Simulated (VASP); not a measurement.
Set up this calculation in VASP 6.6.1, as the native input.

| Item | Value |
| --- | --- |
| Task | density of states |
| Functional | PBEsol |
| Potentials or basis | VASP PAW PBE potentials, release 64 (Zr_sv, S) |
| Cutoff | 400 eV |
| k mesh | 8 × 8 × 4 |
| Occupations | fermi-dirac, width 0.02 eV |
| Spin | no spin polarisation |
| Dipole correction | no |
| k mesh for the DOS | 12 × 12 × 6 |
| Occupations for the DOS | tetrahedron |
| Further INCAR settings | ALGO = Normal; EDIFF = 1e-06 |

Crystal: ZrS2.

```xyz
3
Lattice="3.6300 0.0000 0.0000 -1.8150 3.1437 0.0000 0.0000 0.0000 5.8500" Properties=species:S:1:pos:R:3 pbc="T T T"
Zr    0.0000    0.0000    0.0000
S     0.0000    2.0958    1.4578
S     1.8150    1.0479    4.3922
```

The input as run:

POSCAR

```
ZrS2
1.0
    3.6299990406      0.0000000000      0.0000000000
   -1.8149995203      3.1436713848      0.0000000000
    0.0000000000      0.0000000000      5.8500000000
Zr S
1 2
Direct
    0.0000000000      0.0000000000      0.0000000000
    0.3333333333      0.6666666667      0.2492000000
    0.6666666667      0.3333333333      0.7508000000
```

INCAR.step1

```
PREC = Accurate
ENCUT = 400
EDIFF = 1E-6
ISMEAR = -1
SIGMA = 0.02
LREAL = False
LASPH = True
NELM = 120
ALGO = Normal
ISIF = 2
LWAVE = False
LCHARG = True
LMAXMIX = 4
GGA = PS
NBANDS = 19
GGA_COMPAT = False
NEDOS = 2001
LORBIT = 11
```

KPOINTS.step1

```
regular mesh
0
Gamma
  8 8 4
```

INCAR.step2

```
PREC = Accurate
ENCUT = 400
EDIFF = 1E-6
ISMEAR = -5
SIGMA = 0.02
LREAL = False
LASPH = True
NELM = 120
ALGO = Normal
ISIF = 2
LWAVE = False
LCHARG = False
LMAXMIX = 4
GGA = PS
LORBIT = 11
NEDOS = 2001
ICHARG = 11
GGA_COMPAT = False
```

KPOINTS.step2

```
regular mesh
0
Gamma
  12 12 6
```

Potentials or basis: VASP PAW PBE potentials, release 64 (Zr_sv, S).

Run with:

```console
$ cat potpaw_PBE.64/Zr_sv/POTCAR potpaw_PBE.64/S/POTCAR > POTCAR
$ cp INCAR.step1 INCAR
$ cp KPOINTS.step1 KPOINTS
$ mpirun -np 1 vasp_std > vasp.out
$ cp INCAR.step2 INCAR
$ cp KPOINTS.step2 KPOINTS
$ mpirun -np 1 vasp_std > vasp.out
```

It gave:

```yaml
Valence_electrons_inside_the_program's_atomic_spheres: Zr 9.68; S 3.73
```

Wall time 94 s on 1 thread of Intel Xeon 8259CL, with other jobs on the host, peak memory 0.2 GiB.
